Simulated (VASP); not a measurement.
NaH: single point with HSE06

Crystal: NaH.

```
CELL_PARAMETERS angstrom
0.01598 2.41350 2.41350
2.41350 0.01598 2.41350
2.41350 2.41350 0.01598
ATOMIC_POSITIONS crystal
Na 0.00000 0.00000 0.00000
H 0.50000 0.50000 0.50000
```

This cell differs from its parent crystal: strain along [111] +1.0%.

```
Program                            : VASP 6.6.1
Task                               : single point
Functional                         : HSE06
Potentials or basis                : VASP PAW PBE potentials, release 64 (Na_pv, H)
Cutoff                             : 520 eV
k mesh                             : 6 × 6 × 6
Occupations                        : gaussian, width 0.01 eV
Spin                               : no spin polarisation
Dipole correction                  : no
Grid for exact exchange (PRECFOCK) : Normal
Further INCAR settings             : ALGO = Normal; EDIFF = 1e-06; NBANDS = 11
Share of exact exchange            : 0.25
Screening parameter                : 0.2079 1/Å
```

The pressure is -0.1 GPa and the band gap on the k mesh is 4.81 eV (least direct gap 5.77 eV).

Stress tensor (GPa, compression positive):
```
-0.08 -0.16 -0.16
-0.16 -0.08 -0.16
-0.16 -0.16 -0.08
```

Levels at points of the mesh, in eV from the valence-band top:
| k point | band 1 | band 2 | band 3 | band 4 | band 5 | band 6 | band 7 | band 8 | band 9 |
| --- | --- | --- | --- | --- | --- | --- | --- | --- | --- |
| (0.00, 0.00, 0.00) | -24.32 | -24.32 | -24.32 | -3.95 | 12.14 | 16.99 | 17.22 | 17.22 | 18.00 |
| (0.50, 0.00, 0.00) | -24.42 | -24.34 | -24.33 | -0.89 | 4.89 | 12.27 | 14.82 | 14.95 | 17.93 |
| (0.50, 0.50, 0.00) | -24.40 | -24.36 | -24.35 | -0.14 | 5.74 | 11.35 | 12.03 | 12.20 | 13.44 |
| (0.50, 0.50, 0.50) | -24.41 | -24.34 | -24.34 | -0.96 | 4.81 | 12.37 | 15.02 | 15.02 | 18.14 |

It took 9.8 min on 1 thread of Intel(R) Xeon(R) Platinum 8488C (Sapphire Rapids), with other jobs on the host, peak memory 0.26 GiB.

Caveat: the cell differs from its parent crystal (strain along [111] +1.0%); the structure was generated, so it needn't be the stable form of NaH; the PAW data sets were made with another functional, which shifts forces and pressure a little. A k mesh can miss the band edges.
